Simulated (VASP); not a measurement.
# MgSn4N (P4/mmm) in VASP: notebook, part 2 of 2

VASP 6.6.1. Earlier steps stand in the parts before.

## Step 3: Single point, PBE

This run uses another cell than the first one, of 27.85 Å³/atom.

INCAR

```
SYSTEM = MgSn4N
PREC     = Accurate       ! precision mode
ENCUT    = 520            ! plane-wave cutoff, eV
EDIFF    = 1E-7           ! SCF threshold, eV
ISMEAR   = 0              ! smearing method
SIGMA    = 0.1            ! smearing width, eV
LREAL    = .False.        ! projectors in reciprocal space
LASPH    = .True.         ! aspherical terms in the spheres
NELM     = 100            ! most SCF steps
ALGO     = Fast           ! electronic algorithm
ISIF     = 2              ! what is computed and relaxed
LWAVE    = .False.        ! write WAVECAR
LCHARG   = .False.        ! write CHGCAR
GGA      = PE             ! functional
NBANDS   = 40             ! bands
```

KPOINTS

```
regular mesh
0
Gamma
  4 4 4
  0 0 0
```

POSCAR

```
MgSn4N
1.0
    4.8921162800      0.0000000000      0.0000000000
    0.0000000000      4.8921162800      0.0000000000
    0.0000000000      0.0000000000      6.9812962300
Mg Sn N
1 4 1
Direct
    0.0000000000      0.0000000000      0.0000000000
    0.5000000000      0.0000000000      0.7628759100
    0.0000000000      0.5000000000      0.2371240900
    0.5000000000      0.0000000000      0.2371240900
    0.0000000000      0.5000000000      0.7628759100
    0.5000000000      0.5000000000      0.5000000000
```

Potentials or basis: VASP PAW PBE potentials, release 64 (Mg, Sn_d, N).

Run with:

```sh
$ cat potpaw_PBE.64/Mg/POTCAR potpaw_PBE.64/Sn_d/POTCAR potpaw_PBE.64/N/POTCAR > POTCAR
$ mpirun -np 1 vasp_std > vasp.out
```

OUTCAR:

```text
SYSTEM = MgSn4N
   PREC = Accurate
   ENCUT = 520
   EDIFF = 1E-7
   ISMEAR = 0
   LREAL = .False.
   LASPH = .True.
   NELM = 100
   ISIF = 2
   GGA = PE

 ion  position               nearest neighbor table
   1  0.000  0.000  0.000-   2 2.95   3 2.95   4 2.95   5 2.95   3 2.95   5 2.95   2 2.95   4 2.95

   2  0.500  0.000  0.763-   1 2.95   1 2.95   4 3.31   5 3.46   5 3.46   5 3.46   5 3.46   4 3.67

   3  0.000  0.500  0.237-   1 2.95   1 2.95   5 3.31   4 3.46   4 3.46   4 3.46   4 3.46   5 3.67

   4  0.500  0.000  0.237-   1 2.95   1 2.95   2 3.31   3 3.46   3 3.46   3 3.46   3 3.46   2 3.67

   5  0.000  0.500  0.763-   1 2.95   1 2.95   3 3.31   2 3.46   2 3.46   2 3.46   2 3.46   3 3.67

   6  0.500  0.500  0.500-

  LATTYP: Found a simple tetragonal cell.
 ALAT       =     4.8921162800
 C/A-ratio  =     1.4270503460

  Lattice vectors:

 A1 = (   4.8921162800,   0.0000000000,   0.0000000000)
 A2 = (   0.0000000000,   4.8921162800,   0.0000000000)
 A3 = (   0.0000000000,   0.0000000000,   6.9812962300)

Analysis of symmetry for initial positions (statically):
=====================================================================
 Subroutine PRICEL returns:
 Original cell was already a primitive cell.

 Routine SETGRP: Setting up the symmetry group for a
 simple tetragonal supercell.

 Subroutine GETGRP returns: Found 16 space group operations
 (whereof 16 operations were pure point group operations)
 out of a pool of 16 trial point group operations.

The static configuration has the point symmetry D_4h.

Analysis of symmetry for dynamics (positions and initial velocities):
=====================================================================
 Subroutine PRICEL returns:
 Original cell was already a primitive cell.

 Routine SETGRP: Setting up the symmetry group for a
 simple tetragonal supercell.

 Subroutine GETGRP returns: Found 16 space group operations
 (whereof 16 operations were pure point group operations)
 out of a pool of 16 trial point group operations.

The dynamic configuration has the point symmetry D_4h.

 Subroutine INISYM returns: Found 16 space group operations
 (whereof 16 operations are pure point group operations),
 and found     1 'primitive' translations

----------------------------------------------------------------------------------------

                                     Primitive cell

  volume of cell :     167.0820

  direct lattice vectors                    reciprocal lattice vectors
     4.892116280  0.000000000  0.000000000     0.204410513  0.000000000  0.000000000
     0.000000000  4.892116280  0.000000000     0.000000000  0.204410513  0.000000000
     0.000000000  0.000000000  6.981296230     0.000000000  0.000000000  0.143239875

  length of vectors
     4.892116280  4.892116280  6.981296230     0.204410513  0.204410513  0.143239875

  position of ions in fractional coordinates (direct lattice)
     0.000000000  0.000000000  0.000000000
     0.500000000  0.000000000  0.762875910
     0.000000000  0.500000000  0.237124090
     0.500000000  0.000000000  0.237124090
     0.000000000  0.500000000  0.762875910
     0.500000000  0.500000000  0.500000000

[... 33 lines left out ...]
 Found     18 irreducible k-points:

 Following reciprocal coordinates:
            Coordinates               Weight
  0.000000  0.000000  0.000000      1.000000
  0.250000  0.000000  0.000000      4.000000
  0.500000  0.000000  0.000000      2.000000
  0.250000  0.250000  0.000000      4.000000
  0.500000  0.250000  0.000000      4.000000
  0.500000  0.500000  0.000000      1.000000
[... 10 lines left out ...]
  0.500000  0.250000  0.500000      4.000000
  0.500000  0.500000  0.500000      1.000000
   k-points           NKPTS =     18   k-points in BZ     NKDIM =     18   number of bands    NBANDS=     40
   number of dos      NEDOS =    301   number of ions     NIONS =      6
   total plane-waves  NPLWV =  69984
   dimension x,y,z NGX =    36 NGY =   36 NGZ =   54
   dimension x,y,z NGXF=    72 NGYF=   72 NGZF=  108
   ions per type =               1   4   1
   NGX,Y,Z   is equivalent  to a cutoff of  12.23, 12.23, 12.86 a.u.
   NGXF,Y,Z  is equivalent  to a cutoff of  24.47, 24.47, 25.72 a.u.
 SYSTEM =  MgSn4N
   PREC   = accura    normal or accurate (medium, high low for compatibility)
   ISTART =      0    job   : 0-new  1-cont  2-samecut
   ICHARG =      2    charge: 1-file 2-atom 10-const
   ISPIN  =      1    spin polarized calculation?
   LNONCOLLINEAR =      F non collinear calculations
   LSORBIT =      F    spin-orbit coupling
   LASPH  =      T    aspherical Exc in radial PAW
   ENCUT  =  520.0 eV  38.22 Ry    6.18 a.u.   9.10  9.10 12.98*2*pi/ulx,y,z
   NELM   =    100;   NELMIN=  2; NELMDL= -5     # of ELM steps
   EDIFF  = 0.1E-06   stopping-criterion for ELM
   LREAL  =      F    real-space projection
   EDIFFG = 0.1E-05   stopping-criterion for IOM
   NSW    =      0    number of steps for IOM
   IBRION =     -1    ionic relax: 0-MD 1-quasi-New 2-CG
   NFREE  =      0    steps in history (QN), initial steepest desc. (CG)
   ISIF   =      2    stress and relaxation
   ISYM   =      2    0-nonsym 1-usesym 2-fastsym
   POTIM  = 0.5000    time-step for ionic-motion
   TEBEG  =    0.0;   TEEND  =   0.0 temperature during run
   PSTRESS=    0.0 pullay stress
   NELECT =      63.0000    total number of electrons
   NUPDOWN=      -1.0000    fix difference up-down
   EMIN   =  10.00;   EMAX   =-10.00  energy-range for DOS
   EFERMI =   0.00;   METHOD = LEGACY
   ISMEAR =     0;   SIGMA  =   0.10  broadening in eV -4-tet -1-fermi 0-gaus
   EFERMI_NEDOS =   21; number of points for ismear=-14 and -15
   IALGO  =     68    algorithm
   IMIX   =      4    mixing-type and parameters
     AMIX     =   0.40;   BMIX     =  1.00
     AMIX_MAG =   1.60;   BMIX_MAG =  1.00
  volume/ion in A,a.u.               =      27.85       187.92
  Fermi-wavevector in a.u.,A,eV,Ry     =   1.182711  2.234999 19.031888  1.398804
  Thomas-Fermi vector in A             =   2.318959
   LORBIT       =      0    0 simple, 1 ext, 2 COOP (PROOUT), +10 PAW based schemes
   GGA     = PE    functional components
   LHFCALC =     F    Hartree Fock is set to
   AEXX    =    0.0000 exact exchange contribution
   IVDW    =     0    specifies the selected vdW correction
   LEPSILON=     F    determine dielectric tensor
   LRPA    =     F    only Hartree local field effects (RPA)
 non-spin polarized calculation
 RMM-DIIS sequential band-by-band and
 Gauss-broadening in eV      SIGMA  =   0.10
  energy-cutoff  :      520.00
  volume of cell :      167.08
 maximum number of plane-waves:      4528
   NGX = 19   NGY = 19   NGZ = 25

 number of electron      62.9999999 magnetization

 Free energy of the ion-electron system (eV)
  ---------------------------------------------------
  ext. energy  EPLUGINS =         0.00000000
  ---------------------------------------------------
  free energy    TOTEN  =       -20.88661484 eV

  energy without entropy =      -20.85829536  energy(sigma->0) =      -20.87245510

 E-fermi :   5.0681     XC(G=0):  -9.2108

 val. band max:        5.0485497782   @ k =   0.0000   0.0000   0.5000
 cond. band min:       5.0764659520   @ k =   0.2500   0.0000   0.2500
 fundamental gap:      0.0279161738
 Fermi energy:         5.0681283685

 k-point     1 :       0.0000    0.0000    0.0000
  band No.  band energies     occupation
      1     -16.6030      2.00000
      2     -16.5879      2.00000
      3     -16.5821      2.00000
      4     -16.5456      2.00000
      5     -16.5424      2.00000
      6     -16.5424      2.00000
[... 763 lines left out ...]
     39       9.5487      0.00000
     40      10.5320      0.00000

------------------------ aborting loop because EDIFF is reached ----------------------------------------

  FORCE on cell =-STRESS in cart. coord.  units (eV):
  Direction    XX          YY          ZZ          XY          YZ          ZX
  --------------------------------------------------------------------------------------
  -------------------------------------------------------------------------------------
  Total       -4.6246187     -4.6246187     -4.4344360      0.0000000      0.0000000      0.0000000
  in kB      -44.3462503    -44.3462503    -42.5225565      0.0000000      0.0000000      0.0000000
  external PRESSURE =     -43.7383524 kB  Pullay stress =       0.0000000 kB

 VOLUME and BASIS-vectors are now :
 -----------------------------------------------------------------------------
  energy-cutoff  :      520.00
  volume of cell :      167.08
      direct lattice vectors                 reciprocal lattice vectors
     4.892116280  0.000000000  0.000000000     0.204410513  0.000000000  0.000000000
     0.000000000  4.892116280  0.000000000     0.000000000  0.204410513  0.000000000
     0.000000000  0.000000000  6.981296230     0.000000000  0.000000000  0.143239875

 POSITION                                       TOTAL-FORCE (eV/Angst)
 -----------------------------------------------------------------------------------
      0.00000      0.00000      0.00000        -0.000000      0.000000      0.000000
      2.44606      0.00000      5.32586        -0.000000     -0.000000     -1.073289
      0.00000      2.44606      1.65543         0.000000      0.000000      1.073289
      2.44606      0.00000      1.65543        -0.000000     -0.000000      1.073289
      0.00000      2.44606      5.32586        -0.000000      0.000000     -1.073289
      2.44606      2.44606      3.49065        -0.000000      0.000000      0.000000
 -----------------------------------------------------------------------------------
    total drift:                                0.000000      0.000000      0.000000

  FREE ENERGIE OF THE ION-ELECTRON SYSTEM (eV)
  ---------------------------------------------------
  free  energy   TOTEN  =       -20.8866148374 eV

  energy  without entropy=      -20.8582953617  energy(sigma->0) =      -20.87245510
```

Run time: 2.4 min. Hardware: 1 thread of Oxide Virtual Turin-like, shared host; peak memory 0.27 GiB.

Results:

| Quantity | Value |
| --- | --- |
| Free energy | -20.8866 eV |
| Pressure | -4.4 GPa |
| Largest force | 1.073 eV/Å |
| Band gap on the k mesh | zero (an odd number of electrons rules out a gap without spin polarisation) |

Forces in eV/Å, atoms in the order of the input:
```
Mg   0.000  0.000  0.000
Sn   0.000  0.000 -1.073
Sn   0.000  0.000  1.073
Sn   0.000  0.000  1.073
Sn   0.000  0.000 -1.073
N    0.000  0.000  0.000
```

Stress tensor (GPa, compression positive):
```
-4.43  0.00  0.00
 0.00 -4.43  0.00
 0.00  0.00 -4.25
```

Levels at points of the mesh, in eV from the Fermi level:
| k point | band 29 | band 30 | band 31 | band 32 | band 33 | band 34 |
| --- | --- | --- | --- | --- | --- | --- |
| (0.00, 0.00, 0.00) | -1.10 | -0.75 | -0.75 | -0.65 | -0.65 | -0.40 |
| (0.50, 0.00, 0.00) | -1.20 | -1.17 | -1.14 | 0.60 | 0.62 | 0.78 |
| (0.50, 0.50, 0.00) | -2.98 | -2.84 | -2.72 | 0.88 | 0.88 | 1.35 |
| (0.00, 0.00, 0.50) | -2.17 | -2.17 | -0.02 | 0.26 | 0.35 | 0.35 |
| (0.50, 0.00, 0.50) | -1.07 | -0.98 | -0.24 | 0.13 | 0.26 | 0.41 |
| (0.50, 0.50, 0.50) | -1.23 | -1.15 | -1.15 | -0.04 | 0.19 | 0.19 |

Caveat: the cell stands under tension; spin-orbit coupling is left out, which moves the levels of the heavy elements; forces of over 1 eV/Å act on the atoms, so gaps and moduli don't describe the material at rest.

The gap in the log of VASP goes by the Fermi energy; the results here count the filled bands.